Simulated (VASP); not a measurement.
Write the native input for VASP 6.6.1 that does the following.

| Item | Value |
| --- | --- |
| Task | single point |
| Functional | r2SCAN |
| Potentials or basis | VASP PAW PBE potentials, release 64 (Ti_sv, C) |
| Cutoff | 520 eV |
| k mesh | 18 × 18 × 18 |
| Occupations | gaussian, width 0.15 eV |
| Spin | no spin polarisation |
| Dipole correction | no |
| Further INCAR settings | ALGO = Normal; EDIFF = 1e-06; NBANDS = 15 |

The system is TiC.

```
CELL_PARAMETERS angstrom
0.00000 2.19646 2.22892
2.19646 0.00000 2.22892
2.19646 2.19646 0.00000
ATOMIC_POSITIONS crystal
Ti 0.00000 0.00000 0.00000
C 0.50000 0.50000 0.50000
```

This cell differs from its parent crystal: strain +0.015 along x and y, +0.030 along z.

The input as run:

POSCAR

```
TiC
1.0
    0.0000000000      2.1964600000      2.2289200000
    2.1964600000      0.0000000000      2.2289200000
    2.1964600000      2.1964600000      0.0000000000
Ti C
1 1
Direct
    0.0000000000      0.0000000000      0.0000000000
    0.5000000000      0.5000000000      0.5000000000
```

INCAR.step1

```
  ALGO = Normal
  EDIFF = 1E-4
  ENCUT = 520
  GGA = PE
  ISMEAR = 0
  LASPH = True
  LCHARG = False
  LREAL = False
  LWAVE = True
  NBANDS = 15
  NELM = 100
  PREC = Accurate
  SIGMA = 0.15
```

INCAR.step2

```
  ALGO = Normal
  EDIFF = 1E-6
  ENCUT = 520
  ISIF = 2
  ISMEAR = 0
  ISTART = 1
  LASPH = True
  LCHARG = False
  LMIXTAU = True
  LREAL = False
  LWAVE = False
  METAGGA = R2SCAN
  NBANDS = 15
  NELM = 100
  PREC = Accurate
  SIGMA = 0.15
```

KPOINTS

```
k-points
0
Gamma
  18 18 18
```

Potentials or basis: VASP PAW PBE potentials, release 64 (Ti_sv, C).

Command:

```sh
$ cat potpaw_PBE.64/Ti_sv/POTCAR potpaw_PBE.64/C/POTCAR > POTCAR
$ cp INCAR.step1 INCAR
$ mpirun -np 1 vasp_std > vasp.out
$ cp INCAR.step2 INCAR
$ mpirun -np 1 vasp_std > vasp.out
```

Results of the run:

The pressure is -12.9 GPa and the band gap on the k mesh is zero (bands 8 and 9 overlap by 1.37 eV).

Caveat: the cell differs from its parent crystal (strain +0.015 along x and y, +0.030 along z); the cell stands under tension; the PAW data sets were made with another functional, which shifts forces and pressure a little.

Run time: 6.5 min on 1 thread of AMD EPYC 9R45 96-Core Processor (Zen 5), on a shared host, peak memory 0.25 GiB.
